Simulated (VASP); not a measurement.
Set up this calculation in VASP 6.6.1, as the native input.

```
Task                   : single point
Functional             : PBE
Potentials or basis    : VASP PAW PBE potentials, release 64 (Ga_d, As_d)
Cutoff                 : 510 eV
k mesh                 : 8 × 8 × 8
Occupations            : fermi-dirac, width 0.02 eV
Spin                   : no spin polarisation
Dipole correction      : no
Further INCAR settings : ALGO = Normal; EDIFF = 1e-06; NBANDS = 21
```

The structure of GaAs lies in POSCAR:

```
GaAs
1.0
    0.0000000000      2.8166532013      2.8330850948
    2.8166532013      0.0000000000      2.8330850948
    2.8166532013      2.8166532013      0.0000000000
Ga As
1 1
Direct
    0.0000000000      0.0000000000      0.0000000000
    0.2500000000      0.2500000000      0.2500000000
```

This cell differs from its parent crystal: biaxial xy strain -0.6%.

The input as run:

INCAR

```
ALGO = Normal
EDIFF = 1E-6
ENCUT = 510
GGA = PE
GGA_COMPAT = False
ISIF = 2
ISMEAR = -1
LASPH = True
LCHARG = True
LELF = True
LREAL = False
LVHAR = True
LWAVE = False
NBANDS = 21
NELM = 120
PREC = Accurate
SIGMA = 0.02
```

KPOINTS

```
k-points
0
Gamma
  8 8 8
```

Potentials or basis: VASP PAW PBE potentials, release 64 (Ga_d, As_d).

The run is started by

```console
$ cat potpaw_PBE.64/Ga_d/POTCAR potpaw_PBE.64/As_d/POTCAR > POTCAR
$ mpirun -np 1 vasp_std > vasp.out
```

It gave:

```
Pressure               : 3.6 GPa
Band gap on the k mesh : 0.54 eV
```

Caveat: the cell differs from its parent crystal (biaxial xy strain -0.6%); the cell stands under pressure; semilocal functionals underestimate gaps, and a narrow one can read as zero.

It took 47 s on 1 thread of Intel(R) Xeon(R) Platinum 8259CL CPU @ 2.50GHz (Skylake/Cascade Lake) (shared host), peak memory 0.2 GiB.
